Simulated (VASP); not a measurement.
## SrO (lda): relaxation of the atoms with LDA

SrO (lda):

```xyz
2
Lattice="0.0000 2.5070 2.5070 2.5070 0.0000 2.5070 2.5070 2.5070 0.0000" Properties=species:S:1:pos:R:3 pbc="T T T"
Sr    0.0000    0.0000    0.0000
O     2.5070    2.5070    2.5070
```

This cell differs from its parent crystal: strained cell.

| Item | Value |
| --- | --- |
| Program | VASP 6.6.1 |
| Task | relaxation of the atoms |
| Functional | LDA |
| Potentials or basis | VASP PAW LDA potentials, release 64 (Sr_sv, O) |
| Cutoff | 520 eV |
| k mesh | 8 × 8 × 8 |
| Occupations | gaussian, width 0.02 eV |
| Spin | no spin polarisation |
| Dipole correction | no |
| Further INCAR settings | ALGO = Normal; EDIFF = 1e-07; IBRION = 2; EDIFFG = -0.002; NSW = 60 |

| Quantity | Value |
| --- | --- |
| Pressure after relaxing | 4.3 GPa |
| Band gap on the k mesh | 3.03 eV, indirect (least direct gap 3.05 eV) |

Final structure:
```
Sr O
1.0
     0.00000    2.50702    2.50702
     2.50702    0.00000    2.50702
     2.50702    2.50702    0.00000
Sr O
1 1
Cartesian
  0.0000 0.0000 0.0000
  2.5070 2.5070 2.5070
```

Levels at points of the mesh, in eV from the valence-band top:
| k point | band 4 | band 5 | band 6 | band 7 | band 8 | band 9 | band 10 | band 11 | band 12 |
| --- | --- | --- | --- | --- | --- | --- | --- | --- | --- |
| (0.00, 0.00, 0.00) | -13.48 | -13.48 | 0.00 | 0.00 | 0.00 | 4.36 | 6.26 | 6.26 | 6.26 |
| (0.50, 0.00, 0.00) | -13.58 | -12.14 | -2.40 | -1.32 | -1.32 | 6.77 | 8.88 | 9.24 | 9.24 |
| (0.50, 0.50, 0.00) | -13.96 | -13.96 | -0.27 | -0.02 | -0.02 | 3.03 | 8.36 | 10.69 | 10.86 |

Wall time 7.4 s on 1 thread of Intel Xeon 6975P-C, with other jobs on the host, peak memory 0.15 GiB.

Caveat: the cell differs from its parent crystal (strained cell); the relaxation stopped at its first step, so nothing moved. A k mesh can miss the band edges.
